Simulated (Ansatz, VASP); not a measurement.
## ZnS: VASP beside Ansatz

```
Zn S
1.0
     3.58959    0.00000    0.00000
    -1.79480    3.10868    0.00000
     0.00000    0.00000    5.88000
Zn S
2 2
Cartesian
  0.0000 0.0000 0.0000
  0.0000 0.0000 2.9400
  0.0000 2.0725 1.4700
  1.7948 1.0362 4.4100
```

Alike in both runs: task single point; functional r2SCAN; k mesh 12 × 12 × 4; no spin polarisation.

|  | VASP | Ansatz |
| --- | --- | --- |
| version | VASP 6.6.1 | Ansatz 0.2.0 |
| potentials or method | VASP PAW PBE potentials, release 64 (Zn, S) | plane waves, PAW |
| plane-wave cutoff (eV) | 520 | 500 |
| occupations | gaussian, width 0.01 eV | fixed |
| valence electrons in the cell | 36 | 36 |

```csv
,VASP,Ansatz,Ansatz less VASP
gap on the k mesh at the Fermi level (eV),0.82,0.82,+0.005
```

VASP's potentials were made for PBE, not for r2SCAN.
